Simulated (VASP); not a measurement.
YSe4F2: single point with PBE

The system is YSe4F2.

```
CELL_PARAMETERS angstrom
6.48834 0.00000 0.00000
0.00000 6.48834 0.00000
0.00000 0.00000 3.57192
ATOMIC_POSITIONS crystal
Y 0.00000 0.00000 0.00000
Se 0.31486 0.31486 0.00000
Se 0.68514 0.68514 0.00000
Se 0.31486 0.68514 0.00000
Se 0.68514 0.31486 0.00000
F 0.00000 0.50000 0.50000
F 0.50000 0.00000 0.50000
```

The cell was built from a structure type or drawn by symmetry, and may not be a known phase.

| Item | Value |
| --- | --- |
| Program | VASP 6.6.1 |
| Task | single point |
| Functional | PBE |
| Potentials or basis | VASP PAW PBE potentials, release 64 (Y_sv, Se, F) |
| Cutoff | 520 eV |
| k mesh | 4 × 4 × 6 |
| Occupations | gaussian, width 0.1 eV |
| Spin | no spin polarisation |

- Pressure: 0.0 GPa
- Largest force: 0.051 eV/Å
- Band gap on the k mesh: zero (an odd number of electrons rules out a gap without spin polarisation)

Forces on the atoms (eV/Å):
```
Y    0.000  0.000  0.000
Se  -0.036 -0.036  0.000
Se   0.036  0.036  0.000
Se  -0.036  0.036  0.000
Se   0.036 -0.036  0.000
F    0.000  0.000  0.000
F    0.000  0.000  0.000
```

Stress tensor (GPa, compression positive):
```
 0.10  0.00  0.00
 0.00  0.10  0.00
 0.00  0.00 -0.08
```

Levels at points of the mesh, in eV from the Fermi level:
```csv
k point,band 23,band 24,band 25,band 26,band 27,band 28
"(0.00, 0.00, 0.00)",-0.73,-0.73,-0.15,1.15,1.23,1.23
"(0.50, 0.00, 0.00)",-0.56,-0.49,-0.29,0.68,0.68,1.38
"(0.50, 0.50, 0.00)",-0.49,-0.49,-0.33,-0.33,-0.10,0.55
"(0.00, 0.00, 0.50)",-1.08,-1.08,0.16,0.99,0.99,1.26
"(0.50, 0.00, 0.50)",-1.26,-0.97,0.09,0.56,0.60,1.46
"(0.50, 0.50, 0.50)",-1.61,-0.48,-0.12,-0.01,0.96,0.96
```

Run time: 70 s on 1 thread of Intel(R) Xeon(R) 6975P-C (Granite Rapids), on a shared host, peak memory 0.32 GiB.

Caveat: an odd number of electrons without spin polarisation forces a metal; a magnetic or distorted state may lie lower.
